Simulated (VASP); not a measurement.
Write the native input for VASP 6.6.1 that does the following.

- Task: single point
- Functional: PBE
- Potentials or basis: VASP PAW PBE potentials, release 64 (Na_pv)
- Cutoff: 500 eV
- k mesh: 14 × 14 × 14
- Occupations: gaussian, width 0.1 eV
- Spin: no spin polarisation
- Dipole correction: no
- Further INCAR settings: ALGO = Normal; EDIFF = 1e-06; NBANDS = 10

The structure of Na lies in POSCAR:

```
Na
1.0
   -2.0976594424      2.0976594424      2.0976594424
    2.0976594424     -2.0976594424      2.0976594424
    2.0976594424      2.0976594424     -2.0976594424
Na
1
Direct
    0.0000000000      0.0000000000      0.0000000000
```

The input as run:

INCAR

```
PREC = Accurate
ENCUT = 500
EDIFF = 1E-6
ISMEAR = 0
SIGMA = 0.1
LREAL = False
LASPH = True
NELM = 120
ALGO = Normal
ISIF = 2
LWAVE = False
LCHARG = False
GGA = PE
NBANDS = 10
GGA_COMPAT = False
```

KPOINTS

```
Automatic mesh
0
Gamma
  14 14 14
```

Potentials or basis: VASP PAW PBE potentials, release 64 (Na_pv).

Command:

```console
$ cat potpaw_PBE.64/Na_pv/POTCAR > POTCAR
$ mpirun -np 1 vasp_std > vasp.out
```

It gave:

The pressure is 0.0 GPa and the band gap on the k mesh is zero (an odd number of electrons rules out a gap without spin polarisation).

Run time: 23 s on 1 thread of Intel(R) Xeon(R) Platinum 8259CL CPU @ 2.50GHz (Skylake/Cascade Lake), with other jobs on the host, peak memory 0.16 GiB.
